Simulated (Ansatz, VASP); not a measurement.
**ZnS3: VASP beside Ansatz**

File INCAR:

```
  PREC = Accurate
  ENCUT = 600
  EDIFF = 1E-7
  ISMEAR = 0
  SIGMA = 0.1
  LREAL = F
  LASPH = T
  NELM = 60
  ALGO = Normal
  ISIF = 3
  LWAVE = F
  LCHARG = F
  GGA = PE
  IBRION = 2
  NSW = 90
  EDIFFG = -0.04
```

Contents of KPOINTS:

```
regular mesh
0
Gamma
  6 6 4
```

The input POSCAR:

```
ZnS3
1.0
    4.7877132448      0.0000000000      0.0000000000
   -2.3938566224      4.1462812960      0.0000000000
    0.0000000000      0.0000000000      4.4198964785
Zn S
1 3
Direct
    0.0000000000      0.0000000000      0.5000000000
    0.5000000000      0.0000000000      0.0000000000
    0.0000000000      0.5000000000      0.0000000000
    0.5000000000      0.5000000000      0.0000000000
```

Input for Ansatz:

```yaml
crystal:
  lattice:
    - [4.7877132448, 0.0, 0.0]
    - [-2.3938566224, 4.146281296, 0.0]
    - [0.0, 0.0, 4.4198964785]
  atoms:
    - { symbol: Zn, position: [0.0, 0.0, 0.5] }
    - { symbol: S, position: [0.5, 0.0, 0.0] }
    - { symbol: S, position: [0.0, 0.5, 0.0] }
    - { symbol: S, position: [0.5, 0.5, 0.0] }
basis:
  ecutwfc: 420
kpoints:
  mp_grid: { grid: [6, 6, 4] }
hamiltonian:
  xc: pbe
scf:
  occupations: { method: gaussian, width: 0.1 }
  lower_state_search: "off"
output:
  forces: true
  stress: true
  eigenvalues: true
relax:
  adjacent_minimum: "off"
  f_tol: 0.04
  max_steps: 70
  cell: { stress_tol: 0.4 }
```

Alike in both runs: task relaxation of cell and atoms; functional PBE; k mesh 6 × 6 × 4; occupations gaussian, width 0.1 eV; no spin polarisation.

```csv
,VASP,Ansatz
version,VASP 6.6.1,Ansatz 0.2.0
potentials or method,"VASP PAW PBE potentials, release 64 (Zn, S), cutoff 600 eV","scalar-relativistic, plane waves, PAW"
valence electrons in the cell,30,30
```

Ansatz gave:

```
gap on the k mesh at the Fermi level, each at its own relaxed structure (eV) : none
relaxed volume (Å³/atom)                                                     : 19.91
relaxed cell length with the largest relative difference (Å)                 : 3.886
```

Estimate VASP's values.

gap on the k mesh at the Fermi level, each at its own relaxed structure (eV): none; relaxed volume (Å³/atom): 19.90; relaxed cell length with the largest relative difference (Å): 3.907.

A gap of «none» marks a metal or a gap that the smearing closes.
